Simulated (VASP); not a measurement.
Input of a VASP 6.6.1 run:

INCAR

```
ALGO = Normal
EDIFF = 1E-6
ENCUT = 520
GGA = PE
ISIF = 2
ISMEAR = 0
ISPIN = 2
LASPH = T
LCHARG = T
LELF = T
LMAXMIX = 4
LORBIT = 11
LREAL = F
LVHAR = T
LWAVE = F
MAGMOM = 0 0.9
NBANDS = 22
NELM = 150
PREC = Accurate
SIGMA = 0.1
```

KPOINTS

```
k-points
0
Gamma
  14 14 14
```

Contents of POSCAR:

```
TiCo
1.0
    2.8675347022      0.0000000000      0.0000000000
    0.0000000000      2.8675347022      0.0000000000
    0.0000000000      0.0000000000      2.8675347022
Ti Co
1 1
Direct
    0.0000000000      0.0000000000      0.0000000000
    0.5000000000      0.5000000000      0.5000000000
```

Potentials or basis: VASP PAW PBE potentials, release 64 (Ti_sv, Co).

The run is started by

```console
$ cat potpaw_PBE.64/Ti_sv/POTCAR potpaw_PBE.64/Co/POTCAR > POTCAR
$ mpirun -np 1 vasp_std > vasp.out
```

(1) Estimate the net moment.

(2) Estimate the pressure.

(3) Estimate the site moments.

Answers

(1) 0.53 μB per cell.

(2) 24.0 GPa.

(3) Ti +0.01; Co +0.53 μB.
